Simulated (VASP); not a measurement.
# La (Pm-3m) in VASP: single point with HSE06

Aim: the single point of La with HSE06.

All numbers are computed with VASP 6.6.1; they aren't measurements. Logs are shortened: lines on timing, memory, paths and dates and some standing lists are left out, and cuts for length are marked.

### 1 The cell of the first run

The structure is cubic, space group Pm-3m (No. 221). Conventional cell: a = 3.327 Å, b = 3.327 Å, c = 3.327 Å, α = 90.00°, β = 90.00°, γ = 90.00°. La (site symmetry m-3m) has 6 La at 3.33 Å within 4.4 Å.

### 2 Single point, HSE06

The input, POSCAR:

```
La
1.0
    3.3268704380      0.0000000000      0.0000000000
    0.0000000000      3.3268704380      0.0000000000
    0.0000000000      0.0000000000      3.3268704380
La
1
Direct
    0.0000000000      0.0000000000      0.0000000000
```

The input, INCAR.step1:

```
SYSTEM = La
PREC = Accurate
ENCUT = 520
EDIFF = 1E-5
ISMEAR = -1
SIGMA = 0.1
LREAL = .FALSE.
LASPH = .TRUE.
NELM = 100
ALGO = Normal
ISIF = 2
LWAVE = .TRUE.
GGA = PE
NBANDS = 12
```

The input, INCAR.step2:

```
SYSTEM = La
PREC = Accurate
ENCUT = 520
EDIFF = 1E-6
ISMEAR = -1
SIGMA = 0.1
LREAL = .FALSE.
LASPH = .TRUE.
NELM = 100
ALGO = Normal
ISIF = 2
LWAVE = .FALSE.
LCHARG = .TRUE.
GGA = PE
LHFCALC = .TRUE.
HFSCREEN = 0.2079
PRECFOCK = Normal
LELF = .TRUE.
LVHAR = .TRUE.
ISTART = 1
NBANDS = 12
```

The input, KPOINTS:

```
Automatic mesh
0
G
  5 5 5
  0 0 0
```

Potentials or basis: VASP PAW PBE potentials, release 64 (La).

Run with:

```sh
$ cat potpaw_PBE.64/La/POTCAR > POTCAR
$ cp INCAR.step1 INCAR
$ mpirun -np 1 vasp_std > vasp.out
$ cp INCAR.step2 INCAR
$ mpirun -np 1 vasp_std > vasp.out
```

OUTCAR:

```text
SYSTEM = La
   PREC = Accurate
   ENCUT = 520
   EDIFF = 1E-6
   ISMEAR = -1
   LREAL = .FALSE.
   LASPH = .TRUE.
   NELM = 100
   ISIF = 2
   GGA = PE
   LHFCALC = .TRUE.
   HFSCREEN = 0.2079
   PRECFOCK = Normal
   ISTART = 1

 ion  position               nearest neighbor table
   1  0.000  0.000  0.000-

  LATTYP: Found a simple cubic cell.
 ALAT       =     3.3268704380

  Lattice vectors:

 A1 = (   3.3268704380,   0.0000000000,   0.0000000000)
 A2 = (   0.0000000000,   3.3268704380,   0.0000000000)
 A3 = (   0.0000000000,   0.0000000000,   3.3268704380)

Analysis of symmetry for initial positions (statically):
=====================================================================
 Subroutine PRICEL returns:
 Original cell was already a primitive cell.

 Routine SETGRP: Setting up the symmetry group for a
 simple cubic supercell.

 Subroutine GETGRP returns: Found 48 space group operations
 (whereof 48 operations were pure point group operations)
 out of a pool of 48 trial point group operations.

The static configuration has the point symmetry O_h .

Analysis of symmetry for dynamics (positions and initial velocities):
=====================================================================
 Subroutine PRICEL returns:
 Original cell was already a primitive cell.

 Routine SETGRP: Setting up the symmetry group for a
 simple cubic supercell.

 Subroutine GETGRP returns: Found 48 space group operations
 (whereof 48 operations were pure point group operations)
 out of a pool of 48 trial point group operations.

The dynamic configuration has the point symmetry O_h .

 Subroutine INISYM returns: Found 48 space group operations
 (whereof 48 operations are pure point group operations),
 and found     1 'primitive' translations

----------------------------------------------------------------------------------------

                                     Primitive cell

  volume of cell :      36.8220

  direct lattice vectors                    reciprocal lattice vectors
     3.326870438  0.000000000  0.000000000     0.300582791  0.000000000  0.000000000
     0.000000000  3.326870438  0.000000000     0.000000000  0.300582791  0.000000000
     0.000000000  0.000000000  3.326870438     0.000000000  0.000000000  0.300582791

  length of vectors
     3.326870438  3.326870438  3.326870438     0.300582791  0.300582791  0.300582791

  position of ions in fractional coordinates (direct lattice)
     0.000000000  0.000000000  0.000000000

  ion indices of the primitive-cell ions
   primitive index   ion index
                 1           1

----------------------------------------------------------------------------------------

 KPOINTS: Automatic mesh

Automatic generation of k-mesh.
 Grid dimensions read from file:
 generate k-points for:    5    5    5

 Generating k-lattice:

  Cartesian coordinates                     Fractional coordinates (reciprocal lattice)
     0.060116558  0.000000000  0.000000000     0.200000000  0.000000000  0.000000000
     0.000000000  0.060116558  0.000000000     0.000000000  0.200000000  0.000000000
     0.000000000  0.000000000  0.060116558     0.000000000  0.000000000  0.200000000

  Length of vectors
     0.060116558  0.060116558  0.060116558

  Shift w.r.t. Gamma in fractional coordinates (k-lattice)
     0.000000000  0.000000000  0.000000000

 Subroutine IBZKPT returns following result:
 ===========================================

 Found     10 irreducible k-points:

 Following reciprocal coordinates:
            Coordinates               Weight
  0.000000  0.000000  0.000000      1.000000
  0.200000  0.000000  0.000000      6.000000
  0.400000  0.000000  0.000000      6.000000
  0.200000  0.200000  0.000000     12.000000
  0.400000  0.200000  0.000000     24.000000
  0.400000  0.400000  0.000000     12.000000
  0.200000  0.200000  0.200000      8.000000
  0.400000  0.200000  0.200000     24.000000
  0.400000  0.400000  0.200000     24.000000
  0.400000  0.400000  0.400000      8.000000
   k-points           NKPTS =     10   k-points in BZ     NKDIM =    125   number of bands    NBANDS=     12
   number of dos      NEDOS =    301   number of ions     NIONS =      1
   total plane-waves  NPLWV =  21952
   dimension x,y,z NGX =    28 NGY =   28 NGZ =   28
   dimension x,y,z NGXF=    56 NGYF=   56 NGZF=   56
   ions per type =               1
   NGX,Y,Z   is equivalent  to a cutoff of  13.99, 13.99, 13.99 a.u.
   NGXF,Y,Z  is equivalent  to a cutoff of  27.98, 27.98, 27.98 a.u.
 SYSTEM =  La
   PREC   = accura    normal or accurate (medium, high low for compatibility)
   ISTART =      1    job   : 0-new  1-cont  2-samecut
   ICHARG =      0    charge: 1-file 2-atom 10-const
   ISPIN  =      1    spin polarized calculation?
   LNONCOLLINEAR =      F non collinear calculations
   LSORBIT =      F    spin-orbit coupling
   LASPH  =      T    aspherical Exc in radial PAW
   ENCUT  =  520.0 eV  38.22 Ry    6.18 a.u.   6.19  6.19  6.19*2*pi/ulx,y,z
   NELM   =    100;   NELMIN=  2; NELMDL=  0     # of ELM steps
   EDIFF  = 0.1E-05   stopping-criterion for ELM
   LREAL  =      F    real-space projection
   EDIFFG = 0.1E-04   stopping-criterion for IOM
   NSW    =      0    number of steps for IOM
   IBRION =     -1    ionic relax: 0-MD 1-quasi-New 2-CG
   NFREE  =      0    steps in history (QN), initial steepest desc. (CG)
   ISIF   =      2    stress and relaxation
   ISYM   =      3    0-nonsym 1-usesym 2-fastsym
   POTIM  = 0.5000    time-step for ionic-motion
   TEBEG  =    0.0;   TEEND  =   0.0 temperature during run
   PSTRESS=    0.0 pullay stress
   NELECT =      11.0000    total number of electrons
   NUPDOWN=      -1.0000    fix difference up-down
   EMIN   =  10.00;   EMAX   =-10.00  energy-range for DOS
   EFERMI =   0.00;   METHOD = LEGACY
   ISMEAR =    -1;   SIGMA  =   0.10  broadening in eV -4-tet -1-fermi 0-gaus
   EFERMI_NEDOS =   21; number of points for ismear=-14 and -15
   IALGO  =     38    algorithm
   IMIX   =      1    mixing-type and parameters
     AMIX     =   0.40;   BMIX     =  1.00
     AMIX_MAG =   1.60;   BMIX_MAG =  1.00
  volume/ion in A,a.u.               =      36.82       248.49
  Fermi-wavevector in a.u.,A,eV,Ry     =   1.094384  2.068086 16.295384  1.197677
  Thomas-Fermi vector in A             =   2.230688
   LORBIT       =      0    0 simple, 1 ext, 2 COOP (PROOUT), +10 PAW based schemes
   GGA     = PE    functional components
   LHFCALC =     T    Hartree Fock is set to
   PRECFOCK=normal    Normal, Fast or Accurate (Low or Medium for compatibility)
   ENCUT4O =  -1.0   cutoff for four orbital integrals eV
   NKREDX  =     1    reduce k-point grid by
   NKREDY  =     1    reduce k-point grid by
   NKREDZ  =     1    reduce k-point grid by
   AEXX    =    0.2500 exact exchange contribution
   HFSCREEN=    0.2079 screening length (either q_TF or 0.3 A-1)
   HFSCREENC=   0.2079 screening length for correlation (either q_TF or 0.3 A-1)
   ENCUTFOCK=  -1.0 apply spherical cutoff to Coloumb kernel
   IVDW    =     0    specifies the selected vdW correction
   LEPSILON=     F    determine dielectric tensor
   LRPA    =     F    only Hartree local field effects (RPA)
 non-spin polarized calculation
  energy-cutoff  :      520.00
  volume of cell :       36.82
 maximum number of plane-waves:      1021
 NGX is ok and might be reduce to    28
  NGX = 20; NGY = 20; NGZ = 20

 number of electron      10.9999998 magnetization

 Free energy of the ion-electron system (eV)
  ---------------------------------------------------
  ext. energy  EPLUGINS =         0.00000000
  ---------------------------------------------------
  free energy    TOTEN  =        -4.52465901 eV

  energy without entropy =       -4.49329923  energy(sigma->0) =       -4.50897912

 E-fermi :   7.9249     XC(G=0):  -7.9571

 val. band max:        7.7465039498   @ k =   0.4000   0.2000   0.0000
 cond. band min:       8.0690852986   @ k =   0.2000   0.0000   0.0000
 fundamental gap:      0.3225813488
 Fermi energy:         7.9249032390

 k-point     1 :       0.0000    0.0000    0.0000
  band No.  band energies     occupation
      1     -28.1631      2.00000
      2      -9.6383      2.00000
      3      -9.6383      2.00000
      4      -9.6383      2.00000
      5       4.3796      2.00000
      6       6.6444      1.99999
      7       6.6444      1.99999
      8      11.7055      0.00000
      9      11.7055      0.00000
     10      11.7055      0.00000
     11      11.8895      0.00000
     12      11.8895      0.00000

 k-point     2 :       0.2000    0.0000    0.0000
  band No.  band energies     occupation
      1     -28.0747      2.00000
      2     -10.4545      2.00000
      3      -9.5676      2.00000
      4      -9.5676      2.00000
      5       5.2601      2.00000
      6       6.9128      1.99992
      7       8.0691      0.38253
      8      11.5001      0.00000
      9      11.5012      0.00000
     10      11.6714      0.00000
     11      11.6716      0.00000
     12      11.8464      0.00000

 k-point     3 :       0.4000    0.0000    0.0000
  band No.  band energies     occupation
      1     -27.9262      2.00000
      2     -11.5685      2.00000
      3      -9.4502      2.00000
      4      -9.4502      2.00000
      5       6.7479      1.99998
      6       7.4599      1.98107
      7       9.4739      0.00000
      8      11.0451      0.00000
      9      11.2328      0.00000
     10      11.2328      0.00000
     11      11.4778      0.00000
     12      11.8446      0.00000
[... 76 lines left out ...]
 k-point     9 :       0.4000    0.4000    0.2000
  band No.  band energies     occupation
      1     -27.6159      2.00000
      2     -11.1614      2.00000
      3     -11.1381      2.00000
      4      -9.9784      2.00000
      5       5.8590      2.00000
      6       8.6997      0.00086
      7       9.0091      0.00004
      8      10.2562      0.00000
      9      11.5891      0.00000
     10      11.6261      0.00000
     11      11.7443      0.00000
     12      12.1748      0.00000

 k-point    10 :       0.4000    0.4000    0.4000
  band No.  band energies     occupation
      1     -27.4776      2.00000
      2     -10.9953      2.00000
      3     -10.9688      2.00000
      4     -10.9688      2.00000
      5       6.5267      2.00000
      6       7.1318      1.99928
      7       7.1318      1.99928
      8      10.9567      0.00000
      9      11.6679      0.00000
     10      11.6679      0.00000
     11      11.8030      0.00000
     12      12.2659      0.00000

------------------------ aborting loop because EDIFF is reached ----------------------------------------

  FORCE on cell =-STRESS in cart. coord.  units (eV):
  Direction    XX          YY          ZZ          XY          YZ          ZX
  --------------------------------------------------------------------------------------
  -------------------------------------------------------------------------------------
  Total        0.0480770      0.0480770      0.0480770     -0.0000000      0.0000000     -0.0000000
  in kB        2.0918953      2.0918953      2.0918953     -0.0000000      0.0000000     -0.0000000
  external PRESSURE =       2.0918953 kB  Pullay stress =       0.0000000 kB

 VOLUME and BASIS-vectors are now :
 -----------------------------------------------------------------------------
  energy-cutoff  :      520.00
  volume of cell :       36.82
      direct lattice vectors                 reciprocal lattice vectors
     3.326870438  0.000000000  0.000000000     0.300582791  0.000000000  0.000000000
     0.000000000  3.326870438  0.000000000     0.000000000  0.300582791  0.000000000
     0.000000000  0.000000000  3.326870438     0.000000000  0.000000000  0.300582791

 POSITION                                       TOTAL-FORCE (eV/Angst)
 -----------------------------------------------------------------------------------
      0.00000      0.00000      0.00000         0.000000      0.000000      0.000000
 -----------------------------------------------------------------------------------
    total drift:                                0.000001      0.000000      0.000002

  FREE ENERGIE OF THE ION-ELECTRON SYSTEM (eV)
  ---------------------------------------------------
  free  energy   TOTEN  =        -4.5246590080 eV

  energy  without entropy=       -4.4932992334  energy(sigma->0) =       -4.50897912
```

It took 12 min on 1 thread of AMD EPYC 7R43 (Zen 3), shared host; peak memory 0.23 GiB.

Results:

| Item | Value |
| --- | --- |
| Free energy | -4.5247 eV |
| Pressure | 0.2 GPa |

Levels at points of the mesh, in eV from the Fermi level:
```
           k point  band 2  band 3  band 4  band 5  band 6  band 7  band 8  band 9  band 10  band 11
(0.00, 0.00, 0.00)  -17.56  -17.56  -17.56   -3.55   -1.28   -1.28    3.78    3.78     3.78     3.96
```

Caveat: the k points lie up to 0.38 Å⁻¹ apart; the PAW data sets were made with another functional, which shifts forces and pressure a little; spin-orbit coupling is left out, which moves the levels of the heavy elements.
